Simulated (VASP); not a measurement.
A run of VASP 6.6.1:

Contents of INCAR:

```
ALGO = Normal ; EDIFF = 1E-7
EDIFFG = -0.01 ; ENCUT = 600
GGA = PE ; IBRION = 2
ISIF = 3 ; ISMEAR = 0
LASPH = T ; LCHARG = F
LREAL = F ; LWAVE = F
NELM = 80 ; NSW = 100
PREC = Accurate ; SIGMA = 0.02
```

KPOINTS

```
k-points
0
Gamma
  6 6 6
```

The input POSCAR:

```
NaCl
1.0
    6.7585259434      0.0000000000      0.0000000000
   -3.3792629717      5.8530551591      0.0000000000
    0.0000000000      0.0000000000      5.0219971579
Na Cl
1 1
Direct
    0.0000000000      0.0000000000      0.5000000000
    0.0000000000      0.0000000000      0.0000000000
```

Potentials or basis: VASP PAW PBE potentials, release 64 (Na_pv, Cl).

The run is started by

```console
$ cat potpaw_PBE.64/Na_pv/POTCAR potpaw_PBE.64/Cl/POTCAR > POTCAR
$ mpirun -np 1 vasp_std > vasp.out
```

Hardware: 1 thread of Intel(R) Xeon(R) 6975P-C (Granite Rapids), with other jobs on the host.

**Question.** Estimate the wall time of this run.

**Answer.** Run time: 6.1 min on 1 thread of Intel(R) Xeon(R) 6975P-C (Granite Rapids), on a shared host, peak memory 0.38 GiB. Counts: scf iterations 129, k points 28, ion steps 15.
